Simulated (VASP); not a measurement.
Here is a VASP 6.6.1 calculation.

Contents of INCAR:

```
PREC     = Accurate       # precision mode
ENCUT    = 520            # plane-wave cutoff, eV
EDIFF    = 1E-6           # SCF threshold, eV
ISMEAR   = -1             # smearing method
SIGMA    = 0.05           # smearing width, eV
LREAL    = F              # projectors in reciprocal space
LASPH    = T              # aspherical terms in the spheres
NELM     = 80             # most SCF steps
ALGO     = Normal         # electronic algorithm
ISIF     = 2              # what is computed and relaxed
LWAVE    = F              # write WAVECAR
LCHARG   = T              # write CHGCAR
GGA      = PE             # functional
IVDW     = 12             # dispersion correction
LELF     = T              # ELF
LVHAR    = T            
NBANDS   = 18             # bands
```

File KPOINTS:

```
regular mesh
0
Gamma
  8 8 6
```

POSCAR

```
P
1.0
    1.6800600174     -5.5722225395      0.0000000000
    1.6800600174      5.5722225395      0.0000000000
    0.0000000000      0.0000000000      4.6327491080
P
4
Direct
    0.9041431300      0.0958568700      0.5888151700
    0.0958568700      0.9041431300      0.4111848300
    0.5958568700      0.4041431300      0.0888151700
    0.4041431300      0.5958568700      0.9111848300
```

Potentials or basis: VASP PAW PBE potentials, release 64 (P).

Run with:

```sh
$ cat potpaw_PBE.64/P/POTCAR > POTCAR
$ mpirun -np 1 vasp_std > vasp.out
```

Problem. Predict the dispersion energy per atom.

Solution. -0.319 eV.

Problem. What does it give for the band gap on the k mesh?

Solution. 0.23 eV, direct.

Problem. Predict the pressure.

Solution. -4.8 GPa.

Problem. What does it give for the largest force?

Solution. 0.219 eV/Å.

Stress tensor (GPa, compression positive):
```
-5.82  0.00  0.00
 0.00 -4.00  0.00
 0.00  0.00 -4.50
```

A k mesh can miss the band edges.
